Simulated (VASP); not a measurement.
# P5C (P6/mmm) in VASP: a series of runs

P5C is run at these levels: PBE; tasks: single point.

Everything below comes from runs of VASP 6.6.1. Logs are shortened: lines on timing, memory, paths and dates and some standing lists are left out, and cuts for length are marked.

## (1) The cell of the first run

Symmetry: P6/mmm, No. 191, hexagonal system. Conventional cell: a = 5.561 Å, b = 5.561 Å, c = 4.513 Å, α = 90.00°, β = 90.00°, γ = 120.00°. P (site symmetry mmm) has 8 P at 2.77 to 2.78 Å and 4 C at 3.58 Å within 3.7 Å. Within 3.7 Å of P (site symmetry -6m2) lie 9 P at 2.77 to 3.21 Å and 3 C at 3.21 Å. Within 4.2 Å of C (site symmetry 6/mmm) lie 18 P at 3.21 to 3.58 Å.

The cell was generated, and may not be a known phase.

## (2) Single point, PBE

INCAR reads:

```
SYSTEM = P5C
  PREC = Accurate
  ENCUT = 520
  EDIFF = 1E-7
  ISMEAR = 0
  SIGMA = 0.1
  LREAL = .False.
  LASPH = .True.
  NELM = 60
  ALGO = Normal
  ISIF = 2
  LWAVE = .False.
  LCHARG = .False.
  GGA = PE
  NBANDS = 24
```

KPOINTS reads:

```
regular mesh
0
Gamma
  6 6 4
  0 0 0
```

POSCAR reads:

```
P5C
1.0
    5.5605167800      0.0000000000      0.0000000000
   -2.7802583900      4.8155487900      0.0000000000
    0.0000000000      0.0000000000      4.5131127300
P C
5 1
Direct
    0.5000000000      0.0000000000      0.5000000000
    0.5000000000      0.5000000000      0.5000000000
    0.0000000000      0.5000000000      0.5000000000
    0.3333333300      0.6666666700      0.0000000000
    0.6666666700      0.3333333300      0.0000000000
    0.0000000000      0.0000000000      0.0000000000
```

Potentials or basis: VASP PAW PBE potentials, release 64 (P, C).

Command:

```console
$ cat potpaw_PBE.64/P/POTCAR potpaw_PBE.64/C/POTCAR > POTCAR
$ mpirun -np 1 vasp_std > vasp.out
```

OUTCAR:

```text
SYSTEM = P5C
   PREC = Accurate
   ENCUT = 520
   EDIFF = 1E-7
   ISMEAR = 0
   LREAL = .False.
   LASPH = .True.
   NELM = 60
   ISIF = 2
   GGA = PE

 ion  position               nearest neighbor table
   1  0.500  0.000  0.500-   4 2.77   5 2.77   4 2.77   5 2.77   2 2.78   3 2.78   2 2.78   3 2.78

   2  0.500  0.500  0.500-   4 2.77   5 2.77   4 2.77   5 2.77   3 2.78   3 2.78   1 2.78   1 2.78

   3  0.000  0.500  0.500-   4 2.77   5 2.77   4 2.77   5 2.77   2 2.78   2 2.78   1 2.78   1 2.78

   4  0.333  0.667  0.000-   3 2.77   3 2.77   1 2.77   1 2.77   2 2.77   2 2.77
   5  0.667  0.333  0.000-   3 2.77   3 2.77   1 2.77   1 2.77   2 2.77   2 2.77
   6  0.000  0.000  0.000-

  LATTYP: Found a hexagonal cell.
 ALAT       =     5.5605167800
 C/A-ratio  =     0.8116354844

  Lattice vectors:

 A1 = (   5.5605167800,   0.0000000000,   0.0000000000)
 A2 = (  -2.7802583900,   4.8155487900,   0.0000000000)
 A3 = (   0.0000000000,   0.0000000000,   4.5131127300)

Analysis of symmetry for initial positions (statically):
=====================================================================
 Subroutine PRICEL returns:
 Original cell was already a primitive cell.

 Routine SETGRP: Setting up the symmetry group for a
 hexagonal supercell.

 Subroutine GETGRP returns: Found 24 space group operations
 (whereof 24 operations were pure point group operations)
 out of a pool of 24 trial point group operations.

The static configuration has the point symmetry D_6h.

Analysis of symmetry for dynamics (positions and initial velocities):
=====================================================================
 Subroutine PRICEL returns:
 Original cell was already a primitive cell.

 Routine SETGRP: Setting up the symmetry group for a
 hexagonal supercell.

 Subroutine GETGRP returns: Found 24 space group operations
 (whereof 24 operations were pure point group operations)
 out of a pool of 24 trial point group operations.

The dynamic configuration has the point symmetry D_6h.

 Subroutine INISYM returns: Found 24 space group operations
 (whereof 24 operations are pure point group operations),
 and found     1 'primitive' translations

[... 94 lines left out ...]
   LSORBIT =      F    spin-orbit coupling
   LASPH  =      T    aspherical Exc in radial PAW
   ENCUT  =  520.0 eV  38.22 Ry    6.18 a.u.  10.34 10.34  8.39*2*pi/ulx,y,z
   NELM   =     60;   NELMIN=  2; NELMDL= -5     # of ELM steps
   EDIFF  = 0.1E-06   stopping-criterion for ELM
   LREAL  =      F    real-space projection
   EDIFFG = 0.1E-05   stopping-criterion for IOM
   NSW    =      0    number of steps for IOM
   IBRION =     -1    ionic relax: 0-MD 1-quasi-New 2-CG
   NFREE  =      0    steps in history (QN), initial steepest desc. (CG)
   ISIF   =      2    stress and relaxation
   ISYM   =      2    0-nonsym 1-usesym 2-fastsym
   POTIM  = 0.5000    time-step for ionic-motion
   TEBEG  =    0.0;   TEEND  =   0.0 temperature during run
   PSTRESS=    0.0 pullay stress
   NELECT =      29.0000    total number of electrons
   NUPDOWN=      -1.0000    fix difference up-down
   EMIN   =  10.00;   EMAX   =-10.00  energy-range for DOS
   EFERMI =   0.00;   METHOD = LEGACY
   ISMEAR =     0;   SIGMA  =   0.10  broadening in eV -4-tet -1-fermi 0-gaus
   EFERMI_NEDOS =   21; number of points for ismear=-14 and -15
   IALGO  =     38    algorithm
   IMIX   =      4    mixing-type and parameters
     AMIX     =   0.40;   BMIX     =  1.00
     AMIX_MAG =   1.60;   BMIX_MAG =  1.00
  volume/ion in A,a.u.               =      20.14       135.92
  Fermi-wavevector in a.u.,A,eV,Ry     =   1.017330  1.922475 14.081486  1.034960
  Thomas-Fermi vector in A             =   2.150725
   LORBIT       =      0    0 simple, 1 ext, 2 COOP (PROOUT), +10 PAW based schemes
   GGA     = PE    functional components
   LHFCALC =     F    Hartree Fock is set to
   AEXX    =    0.0000 exact exchange contribution
   IVDW    =     0    specifies the selected vdW correction
   LEPSILON=     F    determine dielectric tensor
   LRPA    =     F    only Hartree local field effects (RPA)
 non-spin polarized calculation
 Gauss-broadening in eV      SIGMA  =   0.10
  energy-cutoff  :      520.00
  volume of cell :      120.85
 maximum number of plane-waves:      3287
 NGX is ok and might be reduce to    42
   NGX = 21   NGY = 21   NGZ = 17

 number of electron      29.0000005 magnetization

 Free energy of the ion-electron system (eV)
  ---------------------------------------------------
  ext. energy  EPLUGINS =         0.00000000
  ---------------------------------------------------
  free energy    TOTEN  =       -24.56062577 eV

  energy without entropy =      -24.52253496  energy(sigma->0) =      -24.54158037

 E-fermi :   4.5025     XC(G=0):  -9.6124

 val. band max:        4.4863249294   @ k =   0.1667  -0.0000   0.0000
 cond. band min:       4.5259500940   @ k =   0.3333   0.1667   0.2500
 fundamental gap:      0.0396251647
 Fermi energy:         4.5024550993

 k-point     1 :       0.0000    0.0000    0.0000
  band No.  band energies     occupation
      1      -9.3210      2.00000
      2      -5.3729      2.00000
      3      -4.3683      2.00000
      4      -4.3683      2.00000
      5      -4.1490      2.00000
      6      -3.2689      2.00000
[... 556 lines left out ...]
     23       6.9019      0.00000
     24       7.9939      0.00000

------------------------ aborting loop because EDIFF is reached ----------------------------------------

  FORCE on cell =-STRESS in cart. coord.  units (eV):
  Direction    XX          YY          ZZ          XY          YZ          ZX
  --------------------------------------------------------------------------------------
  -------------------------------------------------------------------------------------
  Total      -10.9521233    -10.9521233     -9.3183506      0.0000000     -0.0000000      0.0000000
  in kB     -145.2017270   -145.2017270   -123.5413954      0.0000000     -0.0000000      0.0000000
  external PRESSURE =    -137.9816164 kB  Pullay stress =       0.0000000 kB

 VOLUME and BASIS-vectors are now :
 -----------------------------------------------------------------------------
  energy-cutoff  :      520.00
  volume of cell :      120.85
      direct lattice vectors                 reciprocal lattice vectors
     5.560516780  0.000000000  0.000000000     0.179839400  0.103830326  0.000000000
    -2.780258390  4.815548790  0.000000000     0.000000000  0.207660652  0.000000000
     0.000000000  0.000000000  4.513112730     0.000000000  0.000000000  0.221576561

 POSITION                                       TOTAL-FORCE (eV/Angst)
 -----------------------------------------------------------------------------------
      2.78026      0.00000      2.25656        -0.000000      0.000000     -0.000000
      1.39013      2.40777      2.25656        -0.000000      0.000000     -0.000000
     -1.39013      2.40777      2.25656        -0.000000      0.000000     -0.000000
     -0.00000      3.21037      0.00000        -0.000000      0.000000     -0.000000
      2.78026      1.60518      0.00000         0.000000     -0.000000      0.000000
      0.00000      0.00000      0.00000        -0.000000      0.000000     -0.000000
 -----------------------------------------------------------------------------------
    total drift:                                0.000000     -0.000000      0.000000

  FREE ENERGIE OF THE ION-ELECTRON SYSTEM (eV)
  ---------------------------------------------------
  free  energy   TOTEN  =       -24.5606257675 eV

  energy  without entropy=      -24.5225349628  energy(sigma->0) =      -24.54158037
```

stdout:

```text
POSCAR found type information on POSCAR P C
 POSCAR found :  2 types and       6 ions
 scaLAPACK will be used
 LDA part: xc-table for (Slater+PW92), standard interpolation
 POSCAR, INCAR and KPOINTS ok, starting setup
 FFT: planning ... GRIDC
 FFT: planning ... GRID_SOFT
 FFT: planning ... GRID
 WAVECAR not read
 entering main loop
```

Wall time 49 s (1 thread of AMD EPYC 7R43 (Zen 3), shared host); peak memory 0.2 GiB.

Results:

```
Free energy            : -24.5606 eV
Pressure               : -13.8 GPa
Band gap on the k mesh : zero (an odd number of electrons rules out a gap without spin polarisation)
```

Levels at points of the mesh, in eV from the Fermi level:
```
           k point  band 12  band 13  band 14  band 15  band 16  band 17
(0.00, 0.00, 0.00)    -1.17    -1.17    -0.75    -0.75    -0.05    -0.05
(0.50, 0.00, 0.00)    -1.58    -1.07    -0.88    -0.71    -0.12     0.20
(0.00, 0.00, 0.50)    -1.90    -1.90    -0.52     0.64     0.65     1.94
(0.50, 0.00, 0.50)    -1.39    -0.66    -0.43     0.10     0.44     0.57
```

Caveat: the cell stands under tension; an odd number of electrons without spin polarisation forces a metal; a magnetic or distorted state may lie lower.

## (3) Single point, PBE, collinear spin

This run uses another cell than the first one, of 14.77 Å³/atom.

INCAR reads:

```
ALGO = Normal
EDIFF = 1E-7
ENCUT = 520
GGA = PE
ISIF = 2
ISMEAR = 0
ISPIN = 2
LASPH = T
LCHARG = F
LORBIT = 11
LREAL = F
LWAVE = F
MAGMOM = 0 0 0 0 0 1
NBANDS = 28
NELM = 150
PREC = Accurate
SIGMA = 0.1
```

KPOINTS reads:

```
k-points
0
Gamma
  6 6 4
```

POSCAR reads:

```
P5C
1.0
    4.4944749406      0.0000000000      0.0000000000
   -2.2472374703      3.8923294752      0.0000000000
    0.0000000000      0.0000000000      5.0652142421
P C
5 1
Direct
    0.5000000000      0.0000000000      0.5000000000
    0.5000000000      0.5000000000      0.5000000000
    0.0000000000      0.5000000000      0.5000000000
    0.3333333333      0.6666666667      0.0000000000
    0.6666666667      0.3333333333      0.0000000000
    0.0000000000      0.0000000000      0.0000000000
```

Potentials or basis: VASP PAW PBE potentials, release 64 (P, C).

Command:

```console
$ cat potpaw_PBE.64/P/POTCAR potpaw_PBE.64/C/POTCAR > POTCAR
$ mpirun -np 1 vasp_std > vasp.out
```

Run time: 1.7 min. Hardware: 1 thread of AMD EPYC 7R43 (Zen 3), shared host; peak memory 0.24 GiB.

It converged, with:

```
Free energy                                           : -27.1182 eV
Pressure                                              : -0.2 GPa
Net moment                                            : 0.74 μB per cell
Site moments                                          : P +0.00, +0.01 (each value once); C +0.34 μB
Valence electrons inside the program's atomic spheres : P 2.42, 2.27 (each value once); C 2.06
```

Stress tensor (GPa, compression positive):
```
-0.13  0.00  0.00
 0.00 -0.13  0.00
 0.00  0.00 -0.20
```

Levels at points of the mesh, in eV from the Fermi level:
Spin up:
```tsv
k point	band 13	band 14	band 15	band 16	band 17	band 18
(0.00, 0.00, 0.00)	-2.56	-2.56	-1.57	-0.23	-0.23	-0.20
(0.50, 0.00, 0.00)	-0.88	-0.83	-0.28	0.36	0.81	2.21
(0.00, 0.00, 0.50)	-3.42	-3.42	-3.33	-0.60	1.53	2.70
(0.50, 0.00, 0.50)	-0.64	-0.54	-0.19	0.09	0.27	0.58
```
Spin down:
```tsv
k point	band 11	band 12	band 13	band 14	band 15	band 16	band 17	band 18	band 19	band 20
(0.00, 0.00, 0.00)	-3.19	-3.19	-2.34	-2.34	-1.54	-0.25	-0.25	1.30	2.41	3.41
(0.50, 0.00, 0.00)	-1.01	-0.89	-0.81	-0.15	-0.11	0.51	1.12	2.27	2.78	3.44
(0.00, 0.00, 0.50)	-4.80	-3.64	-3.19	-3.19	-3.09	0.26	1.56	2.67	2.67	4.36
(0.50, 0.00, 0.50)	-1.36	-0.73	-0.62	-0.52	-0.03	0.55	0.80	0.87	1.27	2.27
```

Caveat: a moment this small can come from the mesh or the smearing.

## (4) Single point, PBE, collinear spin

INCAR reads:

```
SYSTEM = P5C
PREC = Accurate
ENCUT = 520
EDIFF = 1E-6
ISMEAR = 0
SIGMA = 0.1
LREAL = .False.
LASPH = .True.
NELM = 150
ALGO = Normal
ISIF = 2
LWAVE = .False.
LCHARG = .True.
ISPIN = 2
MAGMOM = 0 0 0 0 0 1
LORBIT = 11
GGA = PE
LELF = .True.
LVHAR = .True.
NBANDS = 28
```

KPOINTS reads:

```
regular mesh
0
Gamma
  6 6 4
  0 0 0
```

POSCAR reads:

```
P5C
1.0
    5.5605167800      0.0000000000      0.0000000000
   -2.7802583900      4.8155487900      0.0000000000
    0.0000000000      0.0000000000      4.5131127300
P C
5 1
Direct
    0.5000000000      0.0000000000      0.5000000000
    0.5000000000      0.5000000000      0.5000000000
    0.0000000000      0.5000000000      0.5000000000
    0.3333333300      0.6666666700      0.0000000000
    0.6666666700      0.3333333300      0.0000000000
    0.0000000000      0.0000000000      0.0000000000
```

Command:

```console
$ cat potpaw_PBE.64/P/POTCAR potpaw_PBE.64/C/POTCAR > POTCAR
$ mpirun -np 1 vasp_std > vasp.out
```

It took 2.8 min on 1 thread of AMD EPYC 7R43 (Zen 3), shared host; peak memory 0.29 GiB.

The run converged. Its results:

| Property | Result |
| --- | --- |
| Free energy | -24.8324 eV |
| Pressure | -13.2 GPa |
| Net moment | 1.38 μB per cell |
| Site moments | P +0.01, -0.06 (each value once); C +0.77 μB |
| Valence electrons inside the program's atomic spheres | P 2.28, 2.26 (each value once); C 1.99 |

Stress tensor (GPa, compression positive):
```
-13.61   0.00   0.00
  0.00 -13.61   0.00
  0.00   0.00 -12.29
```

Levels at points of the mesh, in eV from the Fermi level:
Spin up:
```tsv
k point	band 11	band 12	band 13	band 14	band 15	band 16	band 17	band 18	band 19	band 20
(0.00, 0.00, 0.00)	-1.88	-1.05	-1.05	-0.71	-0.71	-0.27	-0.24	-0.24	1.95	1.95
(0.50, 0.00, 0.00)	-2.26	-1.50	-0.98	-0.84	-0.63	-0.57	-0.10	0.56	1.13	2.13
(0.00, 0.00, 0.50)	-3.08	-2.00	-2.00	-0.94	0.69	0.71	1.84	1.84	3.29	3.57
(0.50, 0.00, 0.50)	-1.56	-1.38	-0.60	-0.36	-0.17	0.19	0.47	0.70	1.93	2.13
```
Spin down:
```
           k point  band 12  band 13  band 14  band 15  band 16  band 17
(0.00, 0.00, 0.00)    -1.16    -1.16    -0.69    -0.69     0.63     0.63
(0.50, 0.00, 0.00)    -1.55    -1.02    -0.81    -0.64     0.55     1.16
(0.00, 0.00, 0.50)    -1.39    -1.39     0.47     0.71     1.19     2.79
(0.50, 0.00, 0.50)    -1.12    -0.62    -0.39     0.57     1.21     1.58
```

Caveat: the cell stands under tension.

## (5) The runs side by side

| spin | cell | gap on the mesh (eV) | pressure (GPa) | moment (μB) |
| --- | --- | --- | --- | --- |
| off | a = 5.561, b = 5.561, c = 4.513 Å, angles 90.0, 90.0, 120.0°, 6 atoms | none | -13.8 | - |
| collinear | a = 4.494, b = 4.494, c = 5.065 Å, angles 90.0, 90.0, 120.0°, 6 atoms | none | -0.2 | 0.74 |
| collinear | a = 5.561, b = 5.561, c = 4.513 Å, angles 90.0, 90.0, 120.0°, 6 atoms | none | -13.2 | 1.38 |

Alike in all rows: task single point; level PBE; potentials or basis VASP PAW PBE potentials, release 64 (P, C); k mesh 6 × 6 × 4; cutoff (eV) 520; smearing gaussian 0.1 eV.

Caveats: the cell stands under tension (at least some runs); an odd number of electrons without spin polarisation forces a metal (at least some runs); a magnetic or distorted state may lie lower (at least some runs); a moment this small can come from the mesh or the smearing (at least some runs).

Absolute energies hang on the potentials; compare differences alone.

The gap in the log of VASP goes by the Fermi energy; the results here count the filled bands.